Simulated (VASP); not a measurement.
CsYPt2Se4:

```xyz
8
Lattice="5.0490 0.0000 0.0000 0.0000 5.0490 0.0000 0.0000 0.0000 9.6041" Properties=species:S:1:pos:R:3 pbc="T T T"
Cs    2.5245    2.5245    0.0000
Y     2.5245    2.5245    4.8020
Pt    0.0000    0.0000    7.2031
Pt    0.0000    0.0000    2.4010
Se    2.5245    0.0000    7.2031
Se    0.0000    2.5245    7.2031
Se    2.5245    0.0000    2.4010
Se    0.0000    2.5245    2.4010
```

```yaml
Program: VASP 6.6.1
Task: relaxation of cell and atoms
Functional: PBE
Potentials_or_basis: VASP PAW PBE potentials, release 64 (Cs_sv, Y_sv, Pt, Se)
Cutoff: 600 eV
k_mesh: 4 × 4 × 2
Occupations: gaussian, width 0.1 eV
Spin: no spin polarisation
```

At the start: pressure -3.9 GPa; volume 30.60 Å³/atom.

Q: Where does the relaxation end?

A: Over 21 steps the energy falls by 346.3 meV/atom and the volume is 28.25 Å³/atom (-7.7 %); space group P4/mmm (No. 123, to 0.1 Å) before and after.

The path:
| step | energy change (eV) | largest force (eV/Å) | pressure (GPa) | volume (Å³) |
| --- | --- | --- | --- | --- |
| 1 | 0.0000 | 1.5413 | -3.89 | 244.83 |
| 2 | -0.8320 | 1.5073 | 0.95 | 219.37 |
| 3 | -0.9511 | 1.5201 | 4.81 | 206.25 |
| 4 | -1.4233 | 1.3553 | 4.24 | 203.41 |
| 5 | -1.9396 | 0.4924 | 4.06 | 194.02 |
| 6 | -1.9555 | 0.6341 | 3.95 | 195.15 |
| 7 | -2.1482 | 0.6122 | 0.90 | 203.80 |
| 8 | -2.1993 | 0.5816 | -1.58 | 212.62 |
| 9 | -2.3652 | 0.5263 | -1.38 | 215.02 |
| 10 | -2.6270 | 0.4273 | -0.53 | 221.46 |
| 11 | -2.6759 | 0.4367 | -0.21 | 223.75 |
| 12 | -2.7053 | 0.2991 | 0.67 | 227.78 |
| 13 | -2.7129 | 0.4826 | 0.12 | 225.50 |
| 14 | -2.7229 | 0.4128 | 0.38 | 226.67 |
| 15 | -2.7407 | 0.2260 | -0.99 | 231.77 |
| 16 | -2.7509 | 0.1222 | -0.50 | 229.85 |
| 17 | -2.7673 | 0.0210 | 0.09 | 226.56 |
| 18 | -2.7681 | 0.0245 | 0.25 | 225.67 |
| 19 | -2.7689 | 0.0602 | -0.30 | 226.74 |
| 20 | -2.7699 | 0.0445 | -0.05 | 226.27 |
| 21 | -2.7704 | 0.0303 | -0.02 | 226.03 |

Final structure:
```cif
data_structure
_symmetry_space_group_name_H-M 'P 1'
_symmetry_Int_Tables_number 1
_cell_length_a 4.8433
_cell_length_b 4.8433
_cell_length_c 9.6356
_cell_angle_alpha 90.000
_cell_angle_beta 90.000
_cell_angle_gamma 90.000
_cell_volume 226.03
loop_
_atom_site_label
_atom_site_type_symbol
_atom_site_fract_x
_atom_site_fract_y
_atom_site_fract_z
_atom_site_occupancy
Cs1 Cs 0.50000 0.50000 0.00000 1
Y1 Y 0.50000 0.50000 0.50000 1
Pt1 Pt 0.00000 0.00000 0.75274 1
Pt2 Pt 0.00000 0.00000 0.24726 1
Se1 Se 0.50000 0.00000 0.68428 1
Se2 Se 0.00000 0.50000 0.68428 1
Se3 Se 0.50000 0.00000 0.31572 1
Se4 Se 0.00000 0.50000 0.31572 1
```
